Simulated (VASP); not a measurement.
NaCl, 2 atoms in the cell. It takes space group P4/mmm (No. 123, tetragonal). Conventional cell: a = 3.502 Å, b = 3.502 Å, c = 3.677 Å, α = 90.00°, β = 90.00°, γ = 90.00°. Na (site symmetry 4/mmm) has 8 Cl at 3.08 Å and 6 Na at 3.50 to 3.68 Å within 4.1 Å. Cl (site symmetry 4/mmm) has 8 Na at 3.08 Å and 6 Cl at 3.50 to 3.68 Å within 4.1 Å.  This cell differs from its parent crystal: strain +0.000 along x and y, +0.050 along z.

* Program: VASP 6.6.1
* Task: single point
* Functional: PBE
* Potentials or basis: VASP PAW PBE potentials, release 64 (Na_pv, Cl)
* Cutoff: 520 eV
* k mesh: 6 × 6 × 6
* Occupations: gaussian, width 0.05 eV
* Spin: no spin polarisation
* Dipole correction: no
* Further INCAR settings: ALGO = Normal; EDIFF = 1e-06; NBANDS = 14

Potentials or basis: VASP PAW PBE potentials, release 64 (Na_pv, Cl).

Launch:

```sh
$ cat potpaw_PBE.64/Na_pv/POTCAR potpaw_PBE.64/Cl/POTCAR > POTCAR
$ mpirun -np 1 vasp_std > vasp.out
```

Hardware: 1 thread of Intel(R) Xeon(R) 6975P-C (Granite Rapids), with other jobs on the host.

How long does it take, and how much memory?

Run time: 9.6 s on 1 thread of Intel(R) Xeon(R) 6975P-C (Granite Rapids), on a shared host, peak memory 0.16 GiB. Counts: scf iterations 12, k points 40.
